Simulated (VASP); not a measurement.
# Os (Fd-3m) in VASP: a series of runs

The runs below take Os through single point, with PBE.

Everything below comes from runs of VASP 6.6.1. Logs are shortened: lines on timing, memory, paths and dates and some standing lists are left out, and cuts for length are marked.

### 1 The cell of the first run

It takes space group Fd-3m (No. 227, cubic). Conventional cell: a = 5.214 Å, b = 5.214 Å, c = 5.214 Å, α = 90.00°, β = 90.00°, γ = 90.00°. Within 3.0 Å of Os (site symmetry -43m) lie 4 Os at 2.26 Å.

This isn't the form of Os at room conditions, which is hcp.

### 2 Single point, PBE

Contents of INCAR:

```
SYSTEM = Os
ALGO     = Normal         ! electronic algorithm
EDIFF    = 1E-6           ! SCF threshold, eV
ENCUT    = 600            ! plane-wave cutoff, eV
GGA      = PE             ! functional
GGA_COMPAT= .FALSE.      
ISIF     = 2              ! what is computed and relaxed
ISMEAR   = 1              ! smearing method
LASPH    = .TRUE.         ! aspherical terms in the spheres
LCHARG   = .TRUE.         ! write CHGCAR
LELF     = .TRUE.         ! ELF
LREAL    = .FALSE.        ! projectors in reciprocal space
LVHAR    = .TRUE.       
LWAVE    = .FALSE.        ! write WAVECAR
NBANDS   = 15             ! bands
NELM     = 120            ! most SCF steps
PREC     = Accurate       ! precision mode
SIGMA    = 0.05           ! smearing width, eV
```

Contents of KPOINTS:

```
k-points
0
G
  15 15 15
  0 0 0
```

Contents of POSCAR:

```
Os
1.0
    0.0000000000      2.6071118596      2.6071118596
    2.6071118596      0.0000000000      2.6071118596
    2.6071118596      2.6071118596      0.0000000000
Os
2
Direct
    1.0000000000      1.0000000000      1.0000000000
    0.2500000000      0.2500000000      0.2500000000
```

Potentials or basis: VASP PAW PBE potentials, release 64 (Os).

Command:

```console
$ cat potpaw_PBE.64/Os/POTCAR > POTCAR
$ mpirun -np 1 vasp_std > vasp.out
```

OUTCAR:

```text
SYSTEM = Os
   EDIFF = 1E-6
   ENCUT = 600
   GGA = PE
   ISIF = 2
   ISMEAR = 1
   LASPH = .TRUE.
   LREAL = .FALSE.
   NELM = 120
   PREC = Accurate

 ion  position               nearest neighbor table
   1  0.000  0.000  0.000-   2 2.26   2 2.26   2 2.26   2 2.26
   2  0.250  0.250  0.250-   1 2.26   1 2.26   1 2.26   1 2.26

  LATTYP: Found a face centered cubic cell.
 ALAT       =     5.2142237192

  Lattice vectors:

 A1 = (   0.0000000000,   2.6071118596,   2.6071118596)
 A2 = (   2.6071118596,   0.0000000000,   2.6071118596)
 A3 = (   2.6071118596,   2.6071118596,   0.0000000000)

Analysis of symmetry for initial positions (statically):
=====================================================================
 Subroutine PRICEL returns:
 Original cell was already a primitive cell.

 Routine SETGRP: Setting up the symmetry group for a
 face centered cubic supercell.

 Subroutine GETGRP returns: Found 48 space group operations
 (whereof 24 operations were pure point group operations)
 out of a pool of 48 trial point group operations.

The static configuration has the point symmetry T_d .
 The point group associated with its full space group is O_h .

Analysis of symmetry for dynamics (positions and initial velocities):
=====================================================================
 Subroutine PRICEL returns:
 Original cell was already a primitive cell.

 Routine SETGRP: Setting up the symmetry group for a
 face centered cubic supercell.

 Subroutine GETGRP returns: Found 48 space group operations
 (whereof 24 operations were pure point group operations)
 out of a pool of 48 trial point group operations.

The dynamic configuration has the point symmetry T_d .
 The point group associated with its full space group is O_h .

 Subroutine INISYM returns: Found 48 space group operations
 (whereof 24 operations are pure point group operations),
 and found     1 'primitive' translations

----------------------------------------------------------------------------------------

                                     Primitive cell

  volume of cell :      35.4412

  direct lattice vectors                    reciprocal lattice vectors
     0.000000000  2.607111860  2.607111860    -0.191783102  0.191783102  0.191783102
     2.607111860  0.000000000  2.607111860     0.191783102 -0.191783102  0.191783102
     2.607111860  2.607111860  0.000000000     0.191783102  0.191783102 -0.191783102

  length of vectors
     3.687012950  3.687012950  3.687012950     0.332178077  0.332178077  0.332178077

  position of ions in fractional coordinates (direct lattice)
     0.000000000  0.000000000  0.000000000
     0.250000000  0.250000000  0.250000000

  ion indices of the primitive-cell ions
   primitive index   ion index
                 1           1
                 2           2

----------------------------------------------------------------------------------------

 KPOINTS: k-points

Automatic generation of k-mesh.
 Grid dimensions read from file:
 generate k-points for:   15   15   15

 Generating k-lattice:

  Cartesian coordinates                     Fractional coordinates (reciprocal lattice)
    -0.012785540  0.012785540  0.012785540     0.066666667  0.000000000  0.000000000
     0.012785540 -0.012785540  0.012785540     0.000000000  0.066666667  0.000000000
     0.012785540  0.012785540 -0.012785540     0.000000000  0.000000000  0.066666667

  Length of vectors
     0.022145205  0.022145205  0.022145205

  Shift w.r.t. Gamma in fractional coordinates (k-lattice)
     0.000000000  0.000000000  0.000000000

 Subroutine IBZKPT returns following result:
 ===========================================

 Found    120 irreducible k-points:

 Following reciprocal coordinates:
            Coordinates               Weight
  0.000000  0.000000  0.000000      1.000000
  0.066667  0.000000  0.000000      8.000000
  0.133333  0.000000  0.000000      8.000000
  0.200000  0.000000  0.000000      8.000000
  0.266667  0.000000  0.000000      8.000000
  0.333333  0.000000  0.000000      8.000000
[... 16 lines left out ...]
  0.133333  0.133333  0.000000      6.000000
  0.200000  0.133333  0.000000     24.000000
 [... further k-points ...]
   k-points           NKPTS =    120   k-points in BZ     NKDIM =    120   number of bands    NBANDS=     15
   number of dos      NEDOS =    301   number of ions     NIONS =      2
   total plane-waves  NPLWV =  27000
   dimension x,y,z NGX =    30 NGY =   30 NGZ =   30
   dimension x,y,z NGXF=    60 NGYF=   60 NGZF=   60
   ions per type =               2
   NGX,Y,Z   is equivalent  to a cutoff of  13.53, 13.53, 13.53 a.u.
   NGXF,Y,Z  is equivalent  to a cutoff of  27.05, 27.05, 27.05 a.u.
 SYSTEM =  Os
   PREC   = accura    normal or accurate (medium, high low for compatibility)
   ISTART =      0    job   : 0-new  1-cont  2-samecut
   ICHARG =      2    charge: 1-file 2-atom 10-const
   ISPIN  =      1    spin polarized calculation?
   LNONCOLLINEAR =      F non collinear calculations
   LSORBIT =      F    spin-orbit coupling
   LASPH  =      T    aspherical Exc in radial PAW
   ENCUT  =  600.0 eV  44.10 Ry    6.64 a.u.   7.36  7.36  7.36*2*pi/ulx,y,z
   NELM   =    120;   NELMIN=  2; NELMDL= -5     # of ELM steps
   EDIFF  = 0.1E-05   stopping-criterion for ELM
   LREAL  =      F    real-space projection
   EDIFFG = 0.1E-04   stopping-criterion for IOM
   NSW    =      0    number of steps for IOM
   IBRION =     -1    ionic relax: 0-MD 1-quasi-New 2-CG
   NFREE  =      0    steps in history (QN), initial steepest desc. (CG)
   ISIF   =      2    stress and relaxation
   ISYM   =      2    0-nonsym 1-usesym 2-fastsym
   POTIM  = 0.5000    time-step for ionic-motion
   TEBEG  =    0.0;   TEEND  =   0.0 temperature during run
   PSTRESS=    0.0 pullay stress
   NELECT =      16.0000    total number of electrons
   NUPDOWN=      -1.0000    fix difference up-down
   EMIN   =  10.00;   EMAX   =-10.00  energy-range for DOS
   EFERMI =   0.00;   METHOD = LEGACY
   ISMEAR =     1;   SIGMA  =   0.05  broadening in eV -4-tet -1-fermi 0-gaus
   EFERMI_NEDOS =   21; number of points for ismear=-14 and -15
   IALGO  =     38    algorithm
   IMIX   =      4    mixing-type and parameters
     AMIX     =   0.40;   BMIX     =  1.00
     AMIX_MAG =   1.60;   BMIX_MAG =  1.00
  volume/ion in A,a.u.               =      17.72       119.58
  Fermi-wavevector in a.u.,A,eV,Ry     =   1.255871  2.373253 21.459284  1.577213
  Thomas-Fermi vector in A             =   2.389607
   LORBIT       =      0    0 simple, 1 ext, 2 COOP (PROOUT), +10 PAW based schemes
   GGA     = PE    functional components
   LHFCALC =     F    Hartree Fock is set to
   AEXX    =    0.0000 exact exchange contribution
   IVDW    =     0    specifies the selected vdW correction
   LEPSILON=     F    determine dielectric tensor
   LRPA    =     F    only Hartree local field effects (RPA)
 non-spin polarized calculation
 Methfessel and Paxton  Order N= 1 SIGMA  =   0.05
  energy-cutoff  :      600.00
  volume of cell :       35.44
 maximum number of plane-waves:      1243
 NGX is ok and might be reduce to    30
   NGX = 15   NGY = 15   NGZ = 15

 number of electron      15.9999999 magnetization

 Free energy of the ion-electron system (eV)
  ---------------------------------------------------
  ext. energy  EPLUGINS =         0.00000000
  ---------------------------------------------------
  free energy    TOTEN  =       -18.90887608 eV

  energy without entropy =      -18.90905914  energy(sigma->0) =      -18.90893710

 E-fermi :   6.5504     XC(G=0): -12.2278

 val. band max:        6.5112618724   @ k =  -0.2000   0.1333   0.0000
 cond. band min:       6.5517014400   @ k =   0.3333   0.1333   0.0667
 fundamental gap:      0.0404395675
 Fermi energy:         6.5503905340

 k-point     1 :       0.0000    0.0000    0.0000
  band No.  band energies     occupation
      1      -2.2421      2.00000
      2       1.1399      2.00000
      3       1.1399      2.00000
      4       2.2750      2.00000
      5       2.2750      2.00000
      6       2.2750      2.00000
      7       5.8793      2.00000
      8       5.8793      2.00000
      9       5.8793      2.00000
     10      10.0000      0.00000
     11      10.0000      0.00000
     12      18.3432      0.00000
     13      19.1116      0.00000
     14      19.8557      0.00000
     15      19.8557      0.00000

 k-point     2 :       0.0667    0.0000    0.0000
  band No.  band energies     occupation
      1      -2.1416      2.00000
      2       1.0865      2.00000
      3       1.0865      2.00000
      4       2.2580      2.00000
      5       2.3721      2.00000
      6       2.3721      2.00000
      7       5.7426      2.00000
      8       5.8577      2.00000
      9       5.8577      2.00000
     10       9.9877      0.00000
     11       9.9877      0.00000
     12      17.9738      0.00000
     13      19.2393      0.00000
     14      19.9049      0.00000
     15      19.9049      0.00000

 k-point     3 :       0.1333    0.0000    0.0000
  band No.  band energies     occupation
      1      -1.8484      2.00000
      2       0.9889      2.00000
      3       0.9889      2.00000
      4       2.2127      2.00000
      5       2.5767      2.00000
      6       2.5767      2.00000
      7       5.3807      2.00000
      8       5.8220      2.00000
      9       5.8220      2.00000
     10       9.9457      0.00000
     11       9.9457      0.00000
     12      17.4342      0.00000
     13      18.9074      0.00000
     14      20.0285      0.00000
     15      20.0285      0.00000
[... 343 lines left out ...]
 k-point    23 :       0.1333    0.1333    0.0000
  band No.  band energies     occupation
      1      -1.7079      2.00000
      2       0.5887      2.00000
      3       1.4227      2.00000
      4       2.2577      2.00000
      5       2.2577      2.00000
      6       2.9496      2.00000
      7       4.7803      2.00000
      8       6.0739      2.00000
      9       6.0739      2.00000
     10       9.4463      0.00000
     11      10.2723      0.00000
     12      17.3290      0.00000
     13      19.2967      0.00000
     14      19.2967      0.00000
     15      19.7950      0.00000

 k-point    24 :       0.2000    0.1333    0.0000
  band No.  band energies     occupation
      1      -1.3567      2.00000
      2       0.4393      2.00000
      3       1.5148      2.00000
      4       2.2069      2.00000
      5       2.2966      2.00000
      6       3.2025      2.00000
      7       4.3510      2.00000
      8       6.1054      2.00000
      9       6.2034      2.00000
     10       9.1802      0.00000
     11      10.3169      0.00000
     12      17.0820      0.00000
     13      18.0352      0.00000
     14      18.5696      0.00000
     15      19.9466      0.00000

 [... further k-points ...]

------------------------ aborting loop because EDIFF is reached ----------------------------------------

  FORCE on cell =-STRESS in cart. coord.  units (eV):
  Direction    XX          YY          ZZ          XY          YZ          ZX
  --------------------------------------------------------------------------------------
  -------------------------------------------------------------------------------------
  Total       12.6729751     12.6729751     12.6729751      0.0000000      0.0000000      0.0000000
  in kB      572.9017794    572.9017794    572.9017794      0.0000000      0.0000000      0.0000000
  external PRESSURE =     572.9017794 kB  Pullay stress =       0.0000000 kB

 VOLUME and BASIS-vectors are now :
 -----------------------------------------------------------------------------
  energy-cutoff  :      600.00
  volume of cell :       35.44
      direct lattice vectors                 reciprocal lattice vectors
     0.000000000  2.607111860  2.607111860    -0.191783102  0.191783102  0.191783102
     2.607111860  0.000000000  2.607111860     0.191783102 -0.191783102  0.191783102
     2.607111860  2.607111860  0.000000000     0.191783102  0.191783102 -0.191783102

 POSITION                                       TOTAL-FORCE (eV/Angst)
 -----------------------------------------------------------------------------------
      0.00000      0.00000      0.00000         0.000000      0.000000      0.000000
      1.30356      1.30356      1.30356        -0.000000     -0.000000     -0.000000
 -----------------------------------------------------------------------------------
    total drift:                                0.000000     -0.000000      0.000000

  FREE ENERGIE OF THE ION-ELECTRON SYSTEM (eV)
  ---------------------------------------------------
  free  energy   TOTEN  =       -18.9088760786 eV

  energy  without entropy=      -18.9090591354  energy(sigma->0) =      -18.90893710
```

Run time: 29 s. Hardware: 1 thread of Intel Xeon 6975P-C (Granite Rapids), shared host; peak memory 0.22 GiB.

Results:

```
Free energy            : -18.9089 eV
Pressure               : 57.3 GPa
Band gap on the k mesh : zero (bands 8 and 9 overlap by 1.31 eV)
```

Levels at points of the mesh, in eV from the Fermi level:
```
           k point  band 4  band 5  band 6  band 7  band 8  band 9  band 10  band 11  band 12  band 13
(0.00, 0.00, 0.00)   -4.28   -4.28   -4.28   -0.67   -0.67   -0.67     3.45     3.45    11.79    12.56
```

Caveat: the cell stands under pressure; spin-orbit coupling is left out, which moves the levels of the heavy elements.

### 3 Single point, PBE

This run uses another cell than the first one, of 18.61 Å³/atom.

Contents of INCAR:

```
SYSTEM = Os
ALGO = Normal
EDIFF = 1E-6
ENCUT = 600
GGA = PE
GGA_COMPAT = .FALSE.
ISIF = 2
ISMEAR = 1
LASPH = .TRUE.
LCHARG = .FALSE.
LREAL = .FALSE.
LWAVE = .FALSE.
NBANDS = 15
NELM = 120
PREC = Accurate
SIGMA = 0.05
```

KPOINTS is that of step 2.

Contents of POSCAR:

```
Os
1.0
    0.0000000000      2.6499740775      2.6499740775
    2.6499740775      0.0000000000      2.6499740775
    2.6499740775      2.6499740775      0.0000000000
Os
2
Direct
    1.0000000000      1.0000000000      1.0000000000
    0.2500000000      0.2500000000      0.2500000000
```

Potentials or basis: VASP PAW PBE potentials, release 64 (Os).

Command:

```console
$ cat potpaw_PBE.64/Os/POTCAR > POTCAR
$ mpirun -np 1 vasp_std > vasp.out
```

Run time: 28 s. Hardware: 1 thread of Intel Xeon 6975P-C (Granite Rapids), shared host; peak memory 0.21 GiB.

The run converged. Its results:

```yaml
Free_energy: -19.4330 eV
Pressure: 37.9 GPa
Band_gap_on_the_k_mesh: zero (bands 8 and 9 overlap by 1.24 eV)
```

Levels at points of the mesh, in eV from the Fermi level:
```tsv
k point	band 5	band 6	band 7	band 8	band 9	band 10	band 11	band 12
(0.00, 0.00, 0.00)	-4.08	-4.08	-0.64	-0.64	-0.64	3.19	3.19	11.69
```

Caveat: the cell stands under pressure; spin-orbit coupling is left out, which moves the levels of the heavy elements.

### 4 Single point, PBE

This run uses another cell than the first one, of 19.77 Å³/atom.

Contents of INCAR:

```
SYSTEM = Os
  ALGO = Normal
  EDIFF = 1E-6
  ENCUT = 600
  GGA = PE
  GGA_COMPAT = .FALSE.
  ISIF = 2
  ISMEAR = 1
  LASPH = .TRUE.
  LCHARG = .FALSE.
  LREAL = .FALSE.
  LWAVE = .FALSE.
  NBANDS = 15
  NELM = 120
  PREC = Accurate
  SIGMA = 0.05
```

KPOINTS is that of step 3.

Contents of POSCAR:

```
Os
1.0
    0.0000000000      2.7038210108      2.7038210108
    2.7038210108      0.0000000000      2.7038210108
    2.7038210108      2.7038210108      0.0000000000
Os
2
Direct
    1.0000000000      1.0000000000      1.0000000000
    0.2500000000      0.2500000000      0.2500000000
```

Command:

```console
$ cat potpaw_PBE.64/Os/POTCAR > POTCAR
$ mpirun -np 1 vasp_std > vasp.out
```

Run time: 22 s. Hardware: 1 thread of Intel Xeon 6975P-C (Granite Rapids), shared host; peak memory 0.22 GiB.

It converged, with:

```
Free energy            : -19.8343 eV
Pressure               : 18.5 GPa
Band gap on the k mesh : zero (bands 8 and 9 overlap by 1.16 eV)
```

Levels at points of the mesh, in eV from the Fermi level:
```csv
k point,band 4,band 5,band 6,band 7,band 8,band 9,band 10,band 11,band 12,band 13
"(0.00, 0.00, 0.00)",-3.85,-3.85,-3.85,-0.61,-0.61,-0.61,2.88,2.88,11.52,11.80
```

Caveat: the cell stands under pressure; spin-orbit coupling is left out, which moves the levels of the heavy elements.

### 5 Overview

| cell | gap on the mesh (eV) | pressure (GPa) |
| --- | --- | --- |
| a = 3.687 Å, angles 60.0°, 2 atoms | none | 57.3 |
| a = 3.748 Å, angles 60.0°, 2 atoms | none | 37.9 |
| a = 3.824 Å, angles 60.0°, 2 atoms | none | 18.5 |

Alike in all rows: task single point; level PBE; potentials or basis VASP PAW PBE potentials, release 64 (Os); no spin polarisation; k mesh 15 × 15 × 15; cutoff (eV) 600; smearing methfessel-paxton 0.05 eV.

Caveats: the cell stands under pressure; spin-orbit coupling is left out, which moves the levels of the heavy elements.

Total energies depend on the potentials used, so only differences within one code and one set of settings carry meaning.
